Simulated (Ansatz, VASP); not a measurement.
# One calculation of Al, two programs

```
CELL_PARAMETERS angstrom
-1.45606 1.45606 1.96335
1.45606 -1.45606 1.96335
1.45606 1.45606 -1.96335
ATOMIC_POSITIONS crystal
Al 0.00000 0.00000 0.00000
```

Alike in both runs: task single point; functional LDA; k mesh 22 × 22 × 22; occupations gaussian, width 0.15 eV; no spin polarisation.

|  | VASP | Ansatz |
| --- | --- | --- |
| version | VASP 6.6.1 | Ansatz 0.2.0 |
| potentials or method | VASP PAW LDA potentials, release 64 (Al), cutoff 520 eV | scalar-relativistic, plane waves, PAW |
| valence electrons in the cell | 3 | 3 |

|  | VASP | Ansatz | Ansatz less VASP |
| --- | --- | --- | --- |
| gap on the k mesh at the Fermi level (eV) | none | none | - |
| pressure (GPa) | -3.7 | -3.7 | -0.05 |
| traceless stress, the component that is largest in VASP (GPa) | 1.61 | 1.59 | -0.015 |

LDA's correlation is that of Perdew and Zunger in VASP and of Perdew and Wang (1992) in Ansatz. A gap of «none» marks a metal or a gap that the smearing closes.
